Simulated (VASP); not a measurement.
# HgS (F-43m) in VASP: single point with HSE06

Aim: the single point of HgS with HSE06.

Everything below comes from runs of VASP 6.6.1. Logs are shortened: lines on timing, memory, paths and dates and some standing lists are left out, and cuts for length are marked.

### 1 The cell of the first run

The structure is cubic, space group F-43m (No. 216). The conventional cell has a = 5.877 Å, b = 5.877 Å, c = 5.877 Å, α = 90.00°, β = 90.00°, γ = 90.00°. Hg (site symmetry -43m) has 4 S at 2.54 Å within 3.4 Å. Within 3.4 Å of S (site symmetry -43m) lie 4 Hg at 2.54 Å.

### 2 Single point, HSE06

POSCAR reads:

```
HgS
1.0
    0.0000000000      2.9382818631      2.9382818631
    2.9382818631      0.0000000000      2.9382818631
    2.9382818631      2.9382818631      0.0000000000
Hg S
1 1
Direct
    0.0000000000      0.0000000000      0.0000000000
    0.2500000000      0.2500000000      0.2500000000
```

INCAR.step1 reads:

```
PREC = Accurate
ENCUT = 400
EDIFF = 1E-5
ISMEAR = 0
SIGMA = 0.01
LREAL = False
LASPH = True
NELM = 120
ALGO = Normal
ISIF = 2
LWAVE = True
LCHARG = False
NBANDS = 16
GGA = PE
GGA_COMPAT = False
```

INCAR.step2 reads:

```
PREC = Accurate
ENCUT = 400
EDIFF = 1E-6
ISMEAR = 0
SIGMA = 0.01
LREAL = False
LASPH = True
NELM = 120
ALGO = Normal
ISIF = 2
LWAVE = False
LCHARG = False
GGA = PE
LHFCALC = True
HFSCREEN = 0.2079
PRECFOCK = Normal
NBANDS = 16
ISTART = 1
GGA_COMPAT = False
```

KPOINTS reads:

```
regular mesh
0
Gamma
  6 6 6
```

Potentials or basis: VASP PAW PBE potentials, release 64 (Hg, S).

On the command line:

```sh
cat potpaw_PBE.64/Hg/POTCAR potpaw_PBE.64/S/POTCAR > POTCAR
cp INCAR.step1 INCAR
mpirun -np 1 vasp_std > vasp.out
cp INCAR.step2 INCAR
mpirun -np 1 vasp_std > vasp.out
```

OUTCAR:

```text
PREC = Accurate
   ENCUT = 400
   EDIFF = 1E-6
   ISMEAR = 0
   LREAL = False
   LASPH = True
   NELM = 120
   ISIF = 2
   GGA = PE
   LHFCALC = True
   HFSCREEN = 0.2079
   PRECFOCK = Normal
   ISTART = 1

 ion  position               nearest neighbor table
   1  0.000  0.000  0.000-   2 2.54   2 2.54   2 2.54   2 2.54
   2  0.250  0.250  0.250-   1 2.54   1 2.54   1 2.54   1 2.54

  LATTYP: Found a face centered cubic cell.
 ALAT       =     5.8765637262

  Lattice vectors:

 A1 = (   0.0000000000,   2.9382818631,   2.9382818631)
 A2 = (   2.9382818631,   0.0000000000,   2.9382818631)
 A3 = (   2.9382818631,   2.9382818631,   0.0000000000)

Analysis of symmetry for initial positions (statically):
=====================================================================
 Subroutine PRICEL returns:
 Original cell was already a primitive cell.

 Routine SETGRP: Setting up the symmetry group for a
 face centered cubic supercell.

 Subroutine GETGRP returns: Found 24 space group operations
 (whereof 24 operations were pure point group operations)
 out of a pool of 48 trial point group operations.

The static configuration has the point symmetry T_d .

Analysis of symmetry for dynamics (positions and initial velocities):
=====================================================================
 Subroutine PRICEL returns:
 Original cell was already a primitive cell.

 Routine SETGRP: Setting up the symmetry group for a
 face centered cubic supercell.

 Subroutine GETGRP returns: Found 24 space group operations
 (whereof 24 operations were pure point group operations)
 out of a pool of 48 trial point group operations.

The dynamic configuration has the point symmetry T_d .

 Subroutine INISYM returns: Found 24 space group operations
 (whereof 24 operations are pure point group operations),
 and found     1 'primitive' translations

----------------------------------------------------------------------------------------

                                     Primitive cell

  volume of cell :      50.7353

  direct lattice vectors                    reciprocal lattice vectors
     0.000000000  2.938281863  2.938281863    -0.170167473  0.170167473  0.170167473
     2.938281863  0.000000000  2.938281863     0.170167473 -0.170167473  0.170167473
     2.938281863  2.938281863  0.000000000     0.170167473  0.170167473 -0.170167473

  length of vectors
[... 80 lines left out ...]
   ISYM   =      3    0-nonsym 1-usesym 2-fastsym
   POTIM  = 0.5000    time-step for ionic-motion
   TEBEG  =    0.0;   TEEND  =   0.0 temperature during run
   PSTRESS=    0.0 pullay stress
   NELECT =      18.0000    total number of electrons
   NUPDOWN=      -1.0000    fix difference up-down
   EMIN   =  10.00;   EMAX   =-10.00  energy-range for DOS
   EFERMI =   0.00;   METHOD = LEGACY
   ISMEAR =     0;   SIGMA  =   0.01  broadening in eV -4-tet -1-fermi 0-gaus
   EFERMI_NEDOS =   21; number of points for ismear=-14 and -15
   IALGO  =     38    algorithm
   IMIX   =      1    mixing-type and parameters
     AMIX     =   0.40;   BMIX     =  1.00
     AMIX_MAG =   1.60;   BMIX_MAG =  1.00
  volume/ion in A,a.u.               =      25.37       171.19
  Fermi-wavevector in a.u.,A,eV,Ry     =   1.158943  2.190085 18.274661  1.343150
  Thomas-Fermi vector in A             =   2.295541
   LORBIT       =      0    0 simple, 1 ext, 2 COOP (PROOUT), +10 PAW based schemes
   GGA     = PE    functional components
   LHFCALC =     T    Hartree Fock is set to
   PRECFOCK=normal    Normal, Fast or Accurate (Low or Medium for compatibility)
   ENCUT4O =  -1.0   cutoff for four orbital integrals eV
   NKREDX  =     1    reduce k-point grid by
   NKREDY  =     1    reduce k-point grid by
   NKREDZ  =     1    reduce k-point grid by
   AEXX    =    0.2500 exact exchange contribution
   HFSCREEN=    0.2079 screening length (either q_TF or 0.3 A-1)
   HFSCREENC=   0.2079 screening length for correlation (either q_TF or 0.3 A-1)
   ENCUTFOCK=  -1.0 apply spherical cutoff to Coloumb kernel
   IVDW    =     0    specifies the selected vdW correction
   LEPSILON=     F    determine dielectric tensor
   LRPA    =     F    only Hartree local field effects (RPA)
 non-spin polarized calculation
 Gauss-broadening in eV      SIGMA  =   0.01
  energy-cutoff  :      400.00
  volume of cell :       50.74
 maximum number of plane-waves:       941
  NGX = 24; NGY = 24; NGZ = 24

 number of electron      18.0000003 magnetization

 Free energy of the ion-electron system (eV)
  ---------------------------------------------------
  ext. energy  EPLUGINS =         0.00000000
  ---------------------------------------------------
  free energy    TOTEN  =        -5.87884455 eV

  energy without entropy =       -5.87884455  energy(sigma->0) =       -5.87884455

 E-fermi :   1.4821     XC(G=0):  -7.6638

 val. band max:        1.4253375308   @ k =   0.0000   0.0000   0.0000
 cond. band min:       1.8366104744   @ k =   0.0000   0.0000   0.0000
 fundamental gap:      0.4112729436
 Fermi energy:         1.4821222692

 k-point     1 :       0.0000    0.0000    0.0000
  band No.  band energies     occupation
      1     -13.0265      2.00000
      2      -6.5569      2.00000
      3      -6.5569      2.00000
      4      -6.5569      2.00000
      5      -5.6581      2.00000
      6      -5.6581      2.00000
[... 281 lines left out ...]
      3      -6.0486      2.00000
      4      -5.8468      2.00000
      5      -5.6035      2.00000
      6      -4.9395      2.00000
[... 8 lines left out ...]
     15      15.4283      0.00000
     16      15.6156      0.00000

------------------------ aborting loop because EDIFF is reached ----------------------------------------

  FORCE on cell =-STRESS in cart. coord.  units (eV):
  Direction    XX          YY          ZZ          XY          YZ          ZX
  --------------------------------------------------------------------------------------
  -------------------------------------------------------------------------------------
  Total        0.5467836      0.5467836      0.5467836      0.0000000      0.0000000     -0.0000000
  in kB       17.2669538     17.2669538     17.2669538      0.0000000      0.0000000     -0.0000000
  external PRESSURE =      17.2669538 kB  Pullay stress =       0.0000000 kB

 VOLUME and BASIS-vectors are now :
 -----------------------------------------------------------------------------
  energy-cutoff  :      400.00
  volume of cell :       50.74
      direct lattice vectors                 reciprocal lattice vectors
     0.000000000  2.938281863  2.938281863    -0.170167473  0.170167473  0.170167473
     2.938281863  0.000000000  2.938281863     0.170167473 -0.170167473  0.170167473
     2.938281863  2.938281863  0.000000000     0.170167473  0.170167473 -0.170167473

 POSITION                                       TOTAL-FORCE (eV/Angst)
 -----------------------------------------------------------------------------------
      0.00000      0.00000      0.00000        -0.000000     -0.000000     -0.000000
      1.46914      1.46914      1.46914         0.000000      0.000000      0.000000
 -----------------------------------------------------------------------------------
    total drift:                                0.000011      0.000009      0.000007

  FREE ENERGIE OF THE ION-ELECTRON SYSTEM (eV)
  ---------------------------------------------------
  free  energy   TOTEN  =        -5.8788445506 eV

  energy  without entropy=       -5.8788445506  energy(sigma->0) =       -5.87884455
```

OUTCAR.step1:

```text
PREC = Accurate
   ENCUT = 400
   EDIFF = 1E-5
   ISMEAR = 0
   LREAL = False
[... 515 lines left out ...]
      0.00000      0.00000      0.00000        -0.000000     -0.000000     -0.000000
      1.46914      1.46914      1.46914         0.000000      0.000000      0.000000
 -----------------------------------------------------------------------------------
    total drift:                               -0.000000     -0.000000     -0.000000

  FREE ENERGIE OF THE ION-ELECTRON SYSTEM (eV)
  ---------------------------------------------------
  free  energy   TOTEN  =        -4.5130182930 eV

  energy  without entropy=       -4.5129468752  energy(sigma->0) =       -4.51298258
```

Wall time 75 min (1 thread of AMD EPYC 7R43 (Zen 3), shared host); peak memory 0.24 GiB.

Results:

* Free energy: -5.8788 eV
* Pressure: 1.7 GPa
* Band gap on the k mesh: 0.41 eV

Caveat: the PAW data sets were made with another functional, which shifts forces and pressure a little; spin-orbit coupling is left out, which moves the levels of the heavy elements.
